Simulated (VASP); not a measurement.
Input of a VASP 6.6.1 run:

File INCAR:

```
SYSTEM = Mg
ALGO     = Normal         ! electronic algorithm
EDIFF    = 1E-6           ! SCF threshold, eV
ENCUT    = 600            ! plane-wave cutoff, eV
GGA      = PE             ! functional
GGA_COMPAT= .FALSE.      
ISIF     = 2              ! what is computed and relaxed
ISMEAR   = -1             ! smearing method
IVDW     = 12             ! dispersion correction
LASPH    = .TRUE.         ! aspherical terms in the spheres
LCHARG   = .FALSE.        ! write CHGCAR
LREAL    = .FALSE.        ! projectors in reciprocal space
LWAVE    = .FALSE.        ! write WAVECAR
NBANDS   = 7              ! bands
NELM     = 120            ! most SCF steps
PREC     = Accurate       ! precision mode
SIGMA    = 0.05           ! smearing width, eV
```

File KPOINTS:

```
k-points
0
G
  11 11 11
  0 0 0
```

File POSCAR:

```
Mg
1.0
   -1.4765000000      1.4765000000      1.4765000000
    1.4765000000     -1.4765000000      1.4765000000
    1.4765000000      1.4765000000     -1.4765000000
Mg
1
Direct
    0.0000000000      0.0000000000      0.0000000000
```

Potentials or basis: VASP PAW PBE potentials, release 64 (Mg).

Launch:

```bash
$ cat potpaw_PBE.64/Mg/POTCAR > POTCAR
$ mpirun -np 1 vasp_std > vasp.out
```

(1) Predict the band gap on the k mesh.

(2) Estimate the dispersion energy per atom.

Results:

(1) zero (band 1 reaches 9.16 eV, above the bottom of band 2 at 5.84 eV).

(2) -0.513 eV.
